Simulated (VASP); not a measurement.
Set up this calculation in VASP 6.6.1, as the native input.

| Quantity | Value |
| --- | --- |
| Task | single point |
| Functional | PBE |
| Potentials or basis | VASP PAW PBE potentials, release 64 (Sn_d, O) |
| Cutoff | 520 eV |
| k mesh | 10 × 10 × 8 |
| Occupations | gaussian, width 0.05 eV |
| Spin | no spin polarisation |
| Dipole correction | no |
| Further INCAR settings | ALGO = Normal; EDIFF = 1e-06; NBANDS = 28 |

The structure of SnO lies in POSCAR:

```
SnO
1.0
    3.8681707514      0.0000000000      0.0000000000
    0.0000000000      3.8681707514      0.0000000000
    0.0000000000      0.0000000000      5.0672768981
Sn O
2 2
Direct
    0.0274202004      0.5274202004      0.2287361932
    0.4725797996     -0.0274202004      0.7712638068
   -0.0028722019      0.0028722019      0.0000000000
    0.5028722019      0.4971277981      0.0000000000
```

This cell differs from its parent crystal: atoms displaced along a vibrational mode.

One way to write it, as run:

INCAR

```
SYSTEM = SnO
PREC     = Accurate       ! precision mode
ENCUT    = 520            ! plane-wave cutoff, eV
EDIFF    = 1E-6           ! SCF threshold, eV
ISMEAR   = 0              ! smearing method
SIGMA    = 0.05           ! smearing width, eV
LREAL    = .False.        ! projectors in reciprocal space
LASPH    = .True.         ! aspherical terms in the spheres
NELM     = 100            ! most SCF steps
ALGO     = Normal         ! electronic algorithm
ISIF     = 2              ! what is computed and relaxed
LWAVE    = .False.        ! write WAVECAR
LCHARG   = .False.        ! write CHGCAR
GGA      = PE             ! functional
NBANDS   = 28             ! bands
```

KPOINTS

```
Automatic mesh
0
Gamma
  10 10 8
  0 0 0
```

Potentials or basis: VASP PAW PBE potentials, release 64 (Sn_d, O).

Run with:

```console
$ cat potpaw_PBE.64/Sn_d/POTCAR potpaw_PBE.64/O/POTCAR > POTCAR
$ mpirun -np 1 vasp_std > vasp.out
```

Results of the run:

The pressure is 1.1 GPa. The largest force is 0.807 eV/Å and the band gap on the k mesh is 0.54 eV (least direct gap 1.87 eV).

Caveat: the cell differs from its parent crystal (atoms displaced along a vibrational mode); spin-orbit coupling is left out, which moves the levels of the heavy elements.

Run time: 6.2 min on 1 thread of Intel(R) Xeon(R) Platinum 8488C (Sapphire Rapids), on a shared host, peak memory 0.47 GiB.
